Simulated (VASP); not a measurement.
Set up this calculation in VASP 6.6.1, as the native input.

```
Task                   : single point
Functional             : LDA
Potentials or basis    : VASP PAW LDA potentials, release 64 (Pd, S)
Cutoff                 : 520 eV
k mesh                 : 6 × 6 × 1
Occupations            : gaussian, width 0.1 eV
Spin                   : no spin polarisation
Dipole correction      : yes
Further INCAR settings : ALGO = Fast; EDIFF = 1e-07; NBANDS = 75
```

The structure of Pd12S lies in POSCAR:

```
Pd12S
1.0
    5.4294429595      0.0000000000      0.0000000000
   -2.7147214798      4.7020355314      0.0000000000
    0.0000000000      0.0000000000     19.9331216116
Pd S
12 1
Direct
    0.3333333334      0.1666666667      0.2006710277
    0.3333333334      0.6666666667      0.2006710277
    0.8333333334      0.1666666667      0.2006710277
    0.8333333333      0.6666666667      0.2006710277
    0.1666666667      0.3333333333      0.3118709115
    0.1666666667      0.8333333333      0.3118709115
    0.6666666667      0.3333333333      0.3118709115
    0.6666666667      0.8333333333      0.3118709115
    0.0000000000      0.0000000000      0.4230707952
    0.0000000000      0.5000000000      0.4230707952
    0.5000000000      0.0000000000      0.4230707952
    0.5000000000      0.5000000000      0.4230707952
    0.0833333334      0.1666666667      0.5187684863
```

One way to write it, as run:

INCAR

```
SYSTEM = Pd12S
PREC = Accurate
ENCUT = 520
EDIFF = 1E-7
ISMEAR = 0
SIGMA = 0.1
LREAL = .False.
LASPH = .True.
NELM = 100
ALGO = Fast
ISIF = 2
LWAVE = .False.
LCHARG = .True.
LDIPOL = .True.
IDIPOL = 3
DIPOL = 0.5 0.5 0.328
LELF = .True.
LVHAR = .True.
LVACPOTAV = .True.
NBANDS = 75
```

KPOINTS

```
regular mesh
0
Gamma
  6 6 1
  0 0 0
```

Potentials or basis: VASP PAW LDA potentials, release 64 (Pd, S).

Command:

```console
$ cat potpaw_LDA.64/Pd/POTCAR potpaw_LDA.64/S/POTCAR > POTCAR
$ mpirun -np 1 vasp_std > vasp.out
```

It gave:

```json
{
  "Largest force": "1.820 eV/Å",
  "Band gap on the k mesh": "zero (bands 63 and 64 overlap by 0.48 eV)"
}
```

Wall time 27 min on 1 thread of Oxide Virtual Turin-like Processor, with other jobs on the host, peak memory 0.59 GiB.
